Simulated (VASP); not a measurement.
Input of a VASP 6.6.1 run:

INCAR

```
ALGO = Normal ; DIPOL = 0.5 0.5 0.500
EDIFF = 1E-6 ; ENCUT = 400
GGA = PS ; GGA_COMPAT = False
IDIPOL = 3 ; ISIF = 2
ISMEAR = 0 ; LASPH = True
LCHARG = False ; LDIPOL = True
LREAL = False ; LWAVE = False
NBANDS = 111 ; NELM = 120
NELMDL = -8 ; PREC = Accurate
SIGMA = 0.1
```

File KPOINTS:

```
k-points
0
Gamma
  12 5 1
```

POSCAR

```
W
1.0
    2.8270069245      0.0000000000      0.0000000000
    0.0000000000      6.9247244644      0.0000000000
    0.0000000000      0.0000000000     25.6091258576
W
14
Direct
    0.5000000000      0.6038949307      0.3169436400
    0.0000000000      0.2795443085      0.3266928190
    0.5000000000     -0.0392272136      0.3511502662
    0.0000000000      0.6493199195      0.4047746017
    0.5000000000      0.3205809385      0.4124701232
    0.0000000000     -0.0072117962      0.4503512324
    0.5000000000      0.6692640885      0.4965597679
    0.0000000000      0.3307359523      0.5034402388
    0.5000000000      0.0072118044      0.5496487493
    0.0000000000      0.6794190533      0.5875298851
    0.5000000000      0.3506801040      0.5952254006
    0.0000000000      0.0392272210      0.6488497145
    0.5000000000      0.7204556690      0.6733071946
    0.0000000000      0.3961050201      0.6830563667
```

Potentials or basis: VASP PAW PBE potentials, release 64 (W_sv).

Command:

```sh
$ cat potpaw_PBE.64/W_sv/POTCAR > POTCAR
$ mpirun -np 1 vasp_std > vasp.out
```

(1) What does it give for the largest force?

(2) Estimate the band gap on the k mesh.

Answers

(1) 0.064 eV/Å.

(2) zero (bands 98 and 99 overlap by 0.73 eV).

Caveat: the PAW data sets were made with another functional, which shifts forces and pressure a little; spin-orbit coupling is left out, which moves the levels of the heavy elements.
